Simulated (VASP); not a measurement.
# Cu (Fm-3m) in VASP: relaxation of volume and atoms at fixed shape with LDA

Aim: the relaxation of volume and atoms at fixed shape of Cu with LDA.

Everything below comes from runs of VASP 6.6.1. Logs are shortened: lines on timing, memory, paths and dates and some standing lists are left out, and cuts for length are marked.

### Step 1. The cell of the first run

The structure is cubic, space group Fm-3m (No. 225). The conventional cell has a = 3.615 Å, b = 3.615 Å, c = 3.615 Å, α = 90.00°, β = 90.00°, γ = 90.00°. Cu (site symmetry m-3m) has 12 Cu at 2.56 Å within 3.4 Å.

### Step 2. Relaxation of volume and atoms at fixed shape, LDA

The input, INCAR:

```
PREC = Accurate ; ENCUT = 820
EDIFF = 1E-7 ; ISMEAR = 0
SIGMA = 0.1 ; LREAL = F
LASPH = T ; NELM = 120
ALGO = Normal ; ISIF = 8
LWAVE = F ; LCHARG = F
IBRION = 2 ; NSW = 60
EDIFFG = -0.03 ; GGA_COMPAT = F
NELMIN = 4
```

The input, KPOINTS:

```
regular mesh
0
Gamma
  12 12 12
```

The input, POSCAR:

```
Cu
1.0
    0.0000000000      1.8075000000      1.8075000000
    1.8075000000      0.0000000000      1.8075000000
    1.8075000000      1.8075000000      0.0000000000
Cu
1
Direct
    0.0000000000      0.0000000000      0.0000000000
```

Potentials or basis: VASP PAW LDA potentials, release 64 (Cu_sv_GW).

On the command line:

```sh
> cat potpaw_LDA.64/Cu_sv_GW/POTCAR > POTCAR
> mpirun -np 1 vasp_std > vasp.out
```

OUTCAR:

```text
PREC = Accurate
   ENCUT = 820
   EDIFF = 1E-7
   ISMEAR = 0
   LREAL = F
   LASPH = T
   NELM = 120
   ISIF = 8
   IBRION = 2
   NSW = 60
   EDIFFG = -0.03
   NELMIN = 4

 ion  position               nearest neighbor table
   1  0.000  0.000  0.000-

  LATTYP: Found a face centered cubic cell.
 ALAT       =     3.6150000000

  Lattice vectors:

 A1 = (   0.0000000000,   1.8075000000,   1.8075000000)
 A2 = (   1.8075000000,   0.0000000000,   1.8075000000)
 A3 = (   1.8075000000,   1.8075000000,   0.0000000000)

Analysis of symmetry for initial positions (statically):
=====================================================================
 Subroutine PRICEL returns:
 Original cell was already a primitive cell.

 Routine SETGRP: Setting up the symmetry group for a
 face centered cubic supercell.

 Subroutine GETGRP returns: Found 48 space group operations
 (whereof 48 operations were pure point group operations)
 out of a pool of 48 trial point group operations.

The static configuration has the point symmetry O_h .

Analysis of symmetry for dynamics (positions and initial velocities):
=====================================================================
 Subroutine PRICEL returns:
 Original cell was already a primitive cell.

 Routine SETGRP: Setting up the symmetry group for a
 face centered cubic supercell.

 Subroutine GETGRP returns: Found 48 space group operations
 (whereof 48 operations were pure point group operations)
 out of a pool of 48 trial point group operations.

The dynamic configuration has the point symmetry O_h .

 Subroutine INISYM returns: Found 48 space group operations
 (whereof 48 operations are pure point group operations),
 and found     1 'primitive' translations

----------------------------------------------------------------------------------------

                                     Primitive cell

  volume of cell :      11.8104

  direct lattice vectors                    reciprocal lattice vectors
     0.000000000  1.807500000  1.807500000    -0.276625173  0.276625173  0.276625173
     1.807500000  0.000000000  1.807500000     0.276625173 -0.276625173  0.276625173
     1.807500000  1.807500000  0.000000000     0.276625173  0.276625173 -0.276625173

  length of vectors
     2.556191014  2.556191014  2.556191014     0.479128854  0.479128854  0.479128854

  position of ions in fractional coordinates (direct lattice)
     0.000000000  0.000000000  0.000000000

  ion indices of the primitive-cell ions
[... 95 lines left out ...]
  volume/ion in A,a.u.               =      11.81        79.70
  Fermi-wavevector in a.u.,A,eV,Ry     =   1.918246  3.624960 50.064940  3.679669
  Thomas-Fermi vector in A             =   2.953290
   LORBIT       =      0    0 simple, 1 ext, 2 COOP (PROOUT), +10 PAW based schemes
   GGA     = CA    functional components
   LHFCALC =     F    Hartree Fock is set to
   AEXX    =    0.0000 exact exchange contribution
   IVDW    =     0    specifies the selected vdW correction
   LEPSILON=     F    determine dielectric tensor
   LRPA    =     F    only Hartree local field effects (RPA)
 conjugate gradient relaxation of ions
 non-spin polarized calculation
 Gauss-broadening in eV      SIGMA  =   0.10
  energy-cutoff  :      820.00
  volume of cell :       11.81
 maximum number of plane-waves:       642
   NGX = 11   NGY = 11   NGZ = 11

--------------------------------------- Ionic step        1  -------------------------------------------

 number of electron      19.0000008 magnetization

 Free energy of the ion-electron system (eV)
  ---------------------------------------------------
  ext. energy  EPLUGINS =         0.00000000
  ---------------------------------------------------
  free energy    TOTEN  =        -4.82202673 eV

  energy without entropy =       -4.82069692  energy(sigma->0) =       -4.82136183

------------------------ aborting loop because EDIFF is reached ----------------------------------------

  FORCE on cell =-STRESS in cart. coord.  units (eV):
  Direction    XX          YY          ZZ          XY          YZ          ZX
  --------------------------------------------------------------------------------------
  -------------------------------------------------------------------------------------
  Total       -0.9983151     -0.9983151     -0.9983151      0.0000000      0.0000000      0.0000000
  in kB     -135.4295131   -135.4295131   -135.4295131      0.0000000      0.0000000      0.0000000
  external PRESSURE =    -135.4295131 kB  Pullay stress =       0.0000000 kB
[... 57 lines left out ...]
--------------------------------------- Ionic step        3  -------------------------------------------

 number of electron      18.9999999 magnetization

 Free energy of the ion-electron system (eV)
  ---------------------------------------------------
  ext. energy  EPLUGINS =         0.00000000
  ---------------------------------------------------
  free energy    TOTEN  =        -4.86465405 eV

  energy without entropy =       -4.86357639  energy(sigma->0) =       -4.86411522

 E-fermi :   8.1784     XC(G=0): -14.3594

 val. band max:        8.0235722684   @ k =  -0.2500   0.2500   0.0833
 cond. band min:       8.2001899421   @ k =   0.5000   0.3333   0.1667
 fundamental gap:      0.1766176737
 Fermi energy:         8.1784140673

 k-point     1 :       0.0000    0.0000    0.0000
  band No.  band energies     occupation
      1    -103.4764      2.00000
      2     -61.3497      2.00000
      3     -61.3497      2.00000
      4     -61.3497      2.00000
      5      -1.8072      2.00000
      6       4.9196      2.00000
      7       4.9196      2.00000
      8       4.9196      2.00000
      9       5.8824      2.00000
     10       5.8824      2.00000
     11      31.5817      0.00000
     12      34.6716      0.00000
     13      34.6716      0.00000
[... 354 lines left out ...]
  band No.  band energies     occupation
      1    -103.4524      2.00000
      2     -61.4886      2.00000
      3     -61.3998      2.00000
      4     -61.3782      2.00000
      5       3.1485      2.00000
      6       4.5102      2.00000
      7       5.0890      2.00000
      8       5.2185      2.00000
      9       6.4197      2.00000
     10       9.2559      0.00000
     11      12.9286      0.00000
     12      23.7285      0.00000
     13      28.3445      0.00000

 [... further k-points ...]

------------------------ aborting loop because EDIFF is reached ----------------------------------------

  FORCE on cell =-STRESS in cart. coord.  units (eV):
  Direction    XX          YY          ZZ          XY          YZ          ZX
  --------------------------------------------------------------------------------------
  -------------------------------------------------------------------------------------
  Total       -0.0157142     -0.0157142     -0.0157142      0.0000000      0.0000000      0.0000000
  in kB       -2.3122752     -2.3122752     -2.3122752      0.0000000      0.0000000      0.0000000
  external PRESSURE =      -2.3122752 kB  Pullay stress =       0.0000000 kB
[... 16 lines left out ...]
  FREE ENERGIE OF THE ION-ELECTRON SYSTEM (eV)
  ---------------------------------------------------
  free  energy   TOTEN  =        -4.8646540515 eV

  energy  without entropy=       -4.8635763919  energy(sigma->0) =       -4.86411522

 reached required accuracy - stopping structural energy minimisation
```

Run time: 58 s. Hardware: 1 thread of Intel Xeon Platinum 8259CL at 2.50GHz (Skylake/Cascade Lake), shared host; peak memory 0.17 GiB.

What came out:

| Property | Result |
| --- | --- |
| Free energy | -4.8647 eV |
| Relaxed volume | 10.89 Å³/atom |
| Relaxed cell | a = 2.488 Å, b = 2.488 Å, c = 2.488 Å, α = 60.00°, β = 60.00°, γ = 60.00° |
| Space group after relaxing (to 0.1 Å) | Fm-3m (No. 225) |
| Energy gained by relaxing | 42.6 meV/atom |
| Ionic steps | 3 |
| Pressure after relaxing | -0.2 GPa |
| Band gap on the k mesh | zero (an odd number of electrons rules out a gap without spin polarisation) |

The path:
```csv
step,energy change (eV),largest force (eV/Å),pressure (GPa),volume (Å³)
1,0.0000,0.0000,-13.54,11.81
2,-0.0111,0.0000,15.35,10.18
3,-0.0426,0.0000,-0.23,10.89
```

Final structure:
```
Cu
1.0
     0.00000    1.75918    1.75918
     1.75918    0.00000    1.75918
     1.75918    1.75918    0.00000
Cu
1
Direct
  0.00000 0.00000 0.00000
```

LDA usually gives volumes a few per cent too small. Zero-point motion and thermal expansion aren't in these numbers.

The gap in the log of VASP goes by the Fermi energy; the results here count the filled bands.